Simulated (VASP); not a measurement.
Wanted: the native input for a VASP 6.6.1 run.

```
Task                   : single point
Functional             : LDA
Potentials or basis    : VASP PAW LDA potentials, release 64 (Ge_d)
Cutoff                 : 520 eV
k mesh                 : 18 × 18 × 18
Occupations            : fermi-dirac, width 0.08 eV
Spin                   : no spin polarisation
Dipole correction      : no
Further INCAR settings : ALGO = Normal; EDIFF = 1e-07; NBANDS = 21
```

The structure of Ge lies in POSCAR:

```
Ge
1.0
   -2.1585977539      2.1585977539      1.1722769295
    2.1585977539     -2.1585977539      1.1722769295
    2.1585977539      2.1585977539     -1.1722769295
Ge
2
Direct
   -0.3750000000     -0.1250000000     -0.2500000000
    0.3750000000      0.1250000000      0.2500000000
```

These files were run (other wordings do the same):

INCAR

```
ALGO = Normal ; EDIFF = 1E-7
ENCUT = 520 ; ISIF = 2
ISMEAR = -1 ; LASPH = True
LCHARG = True ; LELF = True
LREAL = False ; LVHAR = True
LWAVE = False ; NBANDS = 21
NELM = 60 ; PREC = Accurate
SIGMA = 0.08
```

KPOINTS

```
k-points
0
Gamma
  18 18 18
```

Potentials or basis: VASP PAW LDA potentials, release 64 (Ge_d).

Command:

```sh
$ cat potpaw_LDA.64/Ge_d/POTCAR > POTCAR
$ mpirun -np 1 vasp_std > vasp.out
```

Results of the run:

The pressure is 131.3 GPa and the band gap on the k mesh is zero (bands 14 and 15 overlap by 9.62 eV).

Caveat: the cell stands under pressure.

It took 2.3 min on 1 thread of Intel Xeon 8259CL, on a shared host, peak memory 0.27 GiB.
